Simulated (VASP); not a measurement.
# BN (P1) in VASP: single point with PBEsol

Aim: the single point of BN with PBEsol.

Program: VASP 6.6.1. These are calculated values, not measurements. Logs are shortened: lines on timing, memory, paths and dates and some standing lists are left out, and cuts for length are marked.

### Step 1. The cell of the first run

The typed cell holds 2 atoms: a = 2.508 Å, b = 2.508 Å, c = 3.274 Å, α = 101.11°, β = 101.11°, γ = 119.81°.

### Step 2. Single point, PBEsol

The input, INCAR:

```
SYSTEM = BN
PREC = Accurate
ENCUT = 600
EDIFF = 1E-6
ISMEAR = 0
SIGMA = 0.01
LREAL = .False.
LASPH = .True.
NELM = 120
ALGO = Normal
ISIF = 2
LWAVE = .False.
LCHARG = .True.
GGA = PS
LELF = .True.
LVHAR = .True.
NBANDS = 11
GGA_COMPAT = .False.
```

The input, KPOINTS:

```
regular mesh
0
Gamma
  8 8 6
  0 0 0
```

The input, POSCAR:

```
BN
1.0
    2.5080409200      0.0000000000      0.0000000000
   -1.2467107600      2.1762310400      0.0000000000
   -0.6306650800     -1.0881155200      3.0225400000
B N
1 1
Direct
    0.9796430000      0.9834990000      0.0018060000
    0.6685060000      0.3323850000      0.9849990000
```

Potentials or basis: VASP PAW PBE potentials, release 64 (B, N).

Started as:

```sh
$ cat potpaw_PBE.64/B/POTCAR potpaw_PBE.64/N/POTCAR > POTCAR
$ mpirun -np 1 vasp_std > vasp.out
```

OUTCAR:

```text
SYSTEM = BN
   PREC = Accurate
   ENCUT = 600
   EDIFF = 1E-6
   ISMEAR = 0
   LREAL = .False.
   LASPH = .True.
   NELM = 120
   ISIF = 2
   GGA = PS

 ion  position               nearest neighbor table
   1  0.980  0.983  0.002-   2 1.40   2 1.43   2 1.52
   2  0.669  0.332  0.985-   1 1.40   1 1.43   1 1.52

  LATTYP: Found a face centered orthorhombic cell.
 ALAT       =     2.5153399993
 B/A-ratio  =     1.7253460737
 C/A-ratio  =     2.4032854412

  Lattice vectors:

 A1 = (  -1.8773758400,   1.0881155200,   3.0225400000)
 A2 = (   0.6306650800,   1.0881155200,   3.0225400000)
 A3 = (  -1.2467107600,   2.1762310400,   0.0000000000)

Analysis of symmetry for initial positions (statically):
=====================================================================
 Subroutine PRICEL returns:
 Original cell was already a primitive cell.

 Routine SETGRP: Setting up the symmetry group for a
 face centered orthorhombic supercell.

 Subroutine GETGRP returns: Found  1 space group operations
 (whereof  1 operations were pure point group operations)
 out of a pool of  8 trial point group operations.

The static configuration has the point symmetry C_1 .

Analysis of symmetry for dynamics (positions and initial velocities):
=====================================================================
 Subroutine PRICEL returns:
 Original cell was already a primitive cell.

 Routine SETGRP: Setting up the symmetry group for a
 face centered orthorhombic supercell.

 Subroutine GETGRP returns: Found  1 space group operations
 (whereof  1 operations were pure point group operations)
 out of a pool of  8 trial point group operations.

The dynamic configuration has the point symmetry C_1 .

 Subroutine INISYM returns: Found  1 space group operations
 (whereof  1 operations are pure point group operations),
 and found     1 'primitive' translations

----------------------------------------------------------------------------------------

                                     Primitive cell

  volume of cell :      16.4973

  direct lattice vectors                    reciprocal lattice vectors
     2.508040920  0.000000000  0.000000000     0.398717578  0.228415772  0.165423783
    -1.246710760  2.176231040  0.000000000     0.000000000  0.459510034  0.165423783
    -0.630665080 -1.088115520  3.022540000     0.000000000  0.000000000  0.330847565

  length of vectors
     2.508040920  2.508040920  3.273756539     0.488379463  0.488379463  0.330847565

  position of ions in fractional coordinates (direct lattice)
     0.979643000  0.983499000  0.001806000
     0.668506000  0.332385000  0.984999000

  ion indices of the primitive-cell ions
   primitive index   ion index
                 1           1
                 2           2

----------------------------------------------------------------------------------------

 KPOINTS: regular mesh

Automatic generation of k-mesh.
 Grid dimensions read from file:
 generate k-points for:    8    8    6

 Generating k-lattice:

  Cartesian coordinates                     Fractional coordinates (reciprocal lattice)
     0.049839697  0.028551972  0.020677973     0.125000000 -0.000000000  0.000000000
     0.000000000  0.057438754  0.020677973     0.000000000  0.125000000  0.000000000
     0.000000000  0.000000000  0.055141261     0.000000000  0.000000000  0.166666667

  Length of vectors
     0.061047433  0.061047433  0.055141261

  Shift w.r.t. Gamma in fractional coordinates (k-lattice)
     0.000000000  0.000000000  0.000000000

 -----------------------------------------------------------------------------
|                                                                             |
|           W    W    AA    RRRRR   N    N  II  N    N   GGGG   !!!           |
|           W    W   A  A   R    R  NN   N  II  NN   N  G    G  !!!           |
|           W    W  A    A  R    R  N N  N  II  N N  N  G       !!!           |
|           W WW W  AAAAAA  RRRRR   N  N N  II  N  N N  G  GGG   !            |
|           WW  WW  A    A  R   R   N   NN  II  N   NN  G    G                |
|           W    W  A    A  R    R  N    N  II  N    N   GGGG   !!!           |
|                                                                             |
|     Your reciprocal lattice and k-lattice belong to different lattice       |
|     classes:                                                                |
|                                                                             |
|        The reciprocal lattice is body-centered orthorhombic,                |
|        whereas your k-lattice is base-centered monoclinic.                  |
|                                                                             |
|     Results are often still useful ...                                      |
|                                                                             |
 -----------------------------------------------------------------------------

 WARNING: IBZKPT: internal override: KBLOWUP is changed to .FALSE.
      ... skipping the blow-up phase ...

 Subroutine IBZKPT returns following result:
 ===========================================

 Found    196 irreducible k-points:

 Following reciprocal coordinates:
            Coordinates               Weight
  0.000000  0.000000  0.000000      1.000000
  0.125000 -0.000000  0.000000      2.000000
  0.250000 -0.000000  0.000000      2.000000
  0.375000 -0.000000  0.000000      2.000000
  0.500000 -0.000000  0.000000      1.000000
  0.000000  0.125000  0.000000      2.000000
[... 16 lines left out ...]
  0.125000  0.375000  0.000000      2.000000
  0.250000  0.375000 -0.000000      2.000000
 [... further k-points ...]
   k-points           NKPTS =    196   k-points in BZ     NKDIM =    196   number of bands    NBANDS=     11
   number of dos      NEDOS =    301   number of ions     NIONS =      2
   total plane-waves  NPLWV =  11200
   dimension x,y,z NGX =    20 NGY =   20 NGZ =   28
   dimension x,y,z NGXF=    40 NGYF=   40 NGZF=   56
   ions per type =               1   1
   NGX,Y,Z   is equivalent  to a cutoff of  13.26, 13.26, 14.22 a.u.
   NGXF,Y,Z  is equivalent  to a cutoff of  26.51, 26.51, 28.44 a.u.
 SYSTEM =  BN
   PREC   = accura    normal or accurate (medium, high low for compatibility)
   ISTART =      0    job   : 0-new  1-cont  2-samecut
   ICHARG =      2    charge: 1-file 2-atom 10-const
   ISPIN  =      1    spin polarized calculation?
   LNONCOLLINEAR =      F non collinear calculations
   LSORBIT =      F    spin-orbit coupling
   LASPH  =      T    aspherical Exc in radial PAW
   ENCUT  =  600.0 eV  44.10 Ry    6.64 a.u.   5.01  5.01  6.54*2*pi/ulx,y,z
   NELM   =    120;   NELMIN=  2; NELMDL= -5     # of ELM steps
   EDIFF  = 0.1E-05   stopping-criterion for ELM
   LREAL  =      F    real-space projection
   EDIFFG = 0.1E-04   stopping-criterion for IOM
   NSW    =      0    number of steps for IOM
   IBRION =     -1    ionic relax: 0-MD 1-quasi-New 2-CG
   NFREE  =      0    steps in history (QN), initial steepest desc. (CG)
   ISIF   =      2    stress and relaxation
   ISYM   =      2    0-nonsym 1-usesym 2-fastsym
   POTIM  = 0.5000    time-step for ionic-motion
   TEBEG  =    0.0;   TEEND  =   0.0 temperature during run
   PSTRESS=    0.0 pullay stress
   NELECT =       8.0000    total number of electrons
   NUPDOWN=      -1.0000    fix difference up-down
   EMIN   =  10.00;   EMAX   =-10.00  energy-range for DOS
   EFERMI =   0.00;   METHOD = LEGACY
   ISMEAR =     0;   SIGMA  =   0.01  broadening in eV -4-tet -1-fermi 0-gaus
   EFERMI_NEDOS =   21; number of points for ismear=-14 and -15
   IALGO  =     38    algorithm
   IMIX   =      4    mixing-type and parameters
     AMIX     =   0.40;   BMIX     =  1.00
     AMIX_MAG =   1.60;   BMIX_MAG =  1.00
  volume/ion in A,a.u.               =       8.25        55.66
  Fermi-wavevector in a.u.,A,eV,Ry     =   1.286178  2.430523 22.507475  1.654253
  Thomas-Fermi vector in A             =   2.418268
   LORBIT       =      0    0 simple, 1 ext, 2 COOP (PROOUT), +10 PAW based schemes
   GGA     = PS    functional components
   LHFCALC =     F    Hartree Fock is set to
   AEXX    =    0.0000 exact exchange contribution
   IVDW    =     0    specifies the selected vdW correction
   LEPSILON=     F    determine dielectric tensor
   LRPA    =     F    only Hartree local field effects (RPA)
 non-spin polarized calculation
 Gauss-broadening in eV      SIGMA  =   0.01
  energy-cutoff  :      600.00
  volume of cell :       16.50
 maximum number of plane-waves:       568
   NGX =  9   NGY =  9   NGZ = 13

 number of electron       8.0000000 magnetization

 Free energy of the ion-electron system (eV)
  ---------------------------------------------------
  ext. energy  EPLUGINS =         0.00000000
  ---------------------------------------------------
  free energy    TOTEN  =       -18.14085384 eV

  energy without entropy =      -18.14085384  energy(sigma->0) =      -18.14085384

 E-fermi :   3.4646     XC(G=0): -10.9172

 val. band max:        3.3789778043   @ k =   0.3750   0.3750   0.1667
 cond. band min:       6.0419936641   @ k =   0.5000   0.5000   0.5000
 fundamental gap:      2.6630158597
 Fermi energy:         3.4645534575

 k-point     1 :       0.0000    0.0000    0.0000
  band No.  band energies     occupation
      1     -14.9148      2.00000
      2      -0.4771      2.00000
      3       0.8859      2.00000
      4       2.5023      2.00000
      5       8.6146      0.00000
      6      13.4809      0.00000
      7      15.5680      0.00000
      8      16.1995      0.00000
      9      18.1594      0.00000
     10      28.3951      0.00000
     11      30.3674      0.00000

 k-point     2 :       0.1250   -0.0000    0.0000
  band No.  band energies     occupation
      1     -14.5818      2.00000
      2      -0.3114      2.00000
      3       0.4092      2.00000
      4       1.1635      2.00000
      5       9.4046      0.00000
      6      13.6539      0.00000
      7      15.1609      0.00000
      8      16.7596      0.00000
      9      18.9061      0.00000
     10      26.5178      0.00000
     11      29.1921      0.00000

 k-point     3 :       0.2500   -0.0000    0.0000
  band No.  band energies     occupation
      1     -13.6313      2.00000
      2      -1.7287      2.00000
      3      -0.4455      2.00000
      4       0.2677      2.00000
      5      10.7977      0.00000
      6      12.7596      0.00000
      7      14.1787      0.00000
      8      19.7016      0.00000
      9      20.6660      0.00000
     10      23.2003      0.00000
     11      28.0539      0.00000

 k-point     4 :       0.3750   -0.0000    0.0000
  band No.  band energies     occupation
      1     -12.2918      2.00000
      2      -4.4465      2.00000
      3      -1.2303      2.00000
      4       1.1460      2.00000
      5       9.3479      0.00000
      6      12.5986      0.00000
      7      15.5260      0.00000
      8      20.7782      0.00000
      9      23.0193      0.00000
     10      23.3988      0.00000
     11      26.7547      0.00000
[... 239 lines left out ...]
 k-point    22 :       0.0000    0.3750   -0.0000
  band No.  band energies     occupation
      1     -12.4029      2.00000
      2      -4.8263      2.00000
      3      -0.4340      2.00000
      4       1.4561      2.00000
      5       8.4689      0.00000
      6      12.7513      0.00000
      7      15.6950      0.00000
      8      21.1494      0.00000
      9      22.0979      0.00000
     10      24.2282      0.00000
     11      26.7225      0.00000

 k-point    23 :       0.1250    0.3750    0.0000
  band No.  band energies     occupation
      1     -11.6619      2.00000
      2      -5.5417      2.00000
      3      -1.5898      2.00000
      4       2.0198      2.00000
      5       7.6618      0.00000
      6      13.9997      0.00000
      7      16.5057      0.00000
      8      19.8372      0.00000
      9      22.3091      0.00000
     10      24.9852      0.00000
     11      26.7348      0.00000

 k-point    24 :       0.2500    0.3750   -0.0000
  band No.  band energies     occupation
      1     -11.1250      2.00000
      2      -5.3387      2.00000
      3      -3.4187      2.00000
      4       2.8112      2.00000
      5       7.5593      0.00000
      6      14.9084      0.00000
      7      17.5548      0.00000
      8      18.5928      0.00000
      9      21.6163      0.00000
     10      24.4794      0.00000
     11      26.7267      0.00000

 [... further k-points ...]

------------------------ aborting loop because EDIFF is reached ----------------------------------------

  FORCE on cell =-STRESS in cart. coord.  units (eV):
  Direction    XX          YY          ZZ          XY          YZ          ZX
  --------------------------------------------------------------------------------------
  -------------------------------------------------------------------------------------
  Total       -0.6298917      0.6580671      0.4981535     -0.5391428      0.1223008      0.0566084
  in kB      -61.1737060     63.9100401     48.3795765    -52.3603747     11.8775894      5.4976842
  external PRESSURE =      17.0386369 kB  Pullay stress =       0.0000000 kB

 VOLUME and BASIS-vectors are now :
 -----------------------------------------------------------------------------
  energy-cutoff  :      600.00
  volume of cell :       16.50
      direct lattice vectors                 reciprocal lattice vectors
     2.508040920  0.000000000  0.000000000     0.398717578  0.228415772  0.165423783
    -1.246710760  2.176231040  0.000000000     0.000000000  0.459510034  0.165423783
    -0.630665080 -1.088115520  3.022540000     0.000000000  0.000000000  0.330847565

 POSITION                                       TOTAL-FORCE (eV/Angst)
 -----------------------------------------------------------------------------------
      1.22971      2.13836      0.00546         1.668981      2.095121     -0.583493
      0.64105     -0.34845      2.97720        -1.668981     -2.095121      0.583493
 -----------------------------------------------------------------------------------
    total drift:                               -0.000243     -0.000064     -0.000153

  FREE ENERGIE OF THE ION-ELECTRON SYSTEM (eV)
  ---------------------------------------------------
  free  energy   TOTEN  =       -18.1408538364 eV

  energy  without entropy=      -18.1408538364  energy(sigma->0) =      -18.14085384
```

It took 58 s on 1 thread of Intel Xeon 8259CL, shared host; peak memory 0.16 GiB.

What came out:

```
Free energy            : -18.1409 eV
Pressure               : 1.7 GPa
Largest force          : 2.741 eV/Å
Band gap on the k mesh : 2.66 eV, indirect (least direct gap 4.45 eV)
```

Forces on the atoms (eV/Å):
```
B    1.669  2.095 -0.583
N   -1.669 -2.095  0.583
```

Stress tensor (GPa, compression positive):
```
-6.12 -5.24  0.55
-5.24  6.39  1.19
 0.55  1.19  4.84
```

Caveat: the PAW data sets were made with another functional, which shifts forces and pressure a little. A k mesh can miss the band edges.
